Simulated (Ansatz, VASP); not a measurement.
# W in VASP and in Ansatz

INCAR

```
SYSTEM = W
  ALGO = Normal
  EDIFF = 1E-6
  ENCUT = 520
  GGA = PE
  ISIF = 2
  ISMEAR = 0
  LASPH = .TRUE.
  LCHARG = .FALSE.
  LREAL = .FALSE.
  LWAVE = .FALSE.
  NBANDS = 13
  NELM = 80
  PREC = Accurate
  SIGMA = 0.1
```

KPOINTS

```
k-points
0
G
  18 18 18
  0 0 0
```

File POSCAR:

```
W
1.0
   -1.6656207467      1.6656207467      1.6656207467
    1.6656207467     -1.6656207467      1.6656207467
    1.6656207467      1.6656207467     -1.6656207467
W
1
Direct
    0.0000000000      0.0000000000      0.0000000000
```

Input for Ansatz:

```yaml
crystal:
  lattice:
    - [-1.6656207467, 1.6656207467, 1.6656207467]
    - [1.6656207467, -1.6656207467, 1.6656207467]
    - [1.6656207467, 1.6656207467, -1.6656207467]
  atoms:
    - { symbol: W, position: [0.0, 0.0, 0.0] }
basis:
  ecutwfc: 420
kpoints:
  mp_grid: { grid: [18, 18, 18] }
hamiltonian:
  xc: pbe
scf:
  occupations: { method: gaussian, width: 0.1 }
output:
  forces: true
  stress: true
  eigenvalues: true
  write_density: true
  write_potential: true
  elf: true
  volumetric_format: npy
```

Alike in both runs: task single point; functional PBE; k mesh 18 × 18 × 18; occupations gaussian, width 0.1 eV; no spin polarisation.

|  | VASP | Ansatz |
| --- | --- | --- |
| version | VASP 6.6.1 | Ansatz 0.2.0 |
| potentials or method | VASP PAW PBE potentials, release 64 (W_sv), cutoff 520 eV | scalar-relativistic, plane waves, PAW |
| valence electrons in the cell | 14 | 14 |

Ansatz gave:

```
gap on the k mesh at the Fermi level (eV) : none
pressure (GPa)                            : -30.8
```

Task: Which values does VASP return?

Result: gap on the k mesh at the Fermi level (eV): none; pressure (GPa): -30.6.

A gap of «none» marks a metal or a gap that the smearing closes. Both programs put the cell under strong tension, so it lies far from rest at this level.

Spin-orbit coupling is off throughout. Noted on VASP's run: the cell as given lies far from equilibrium.
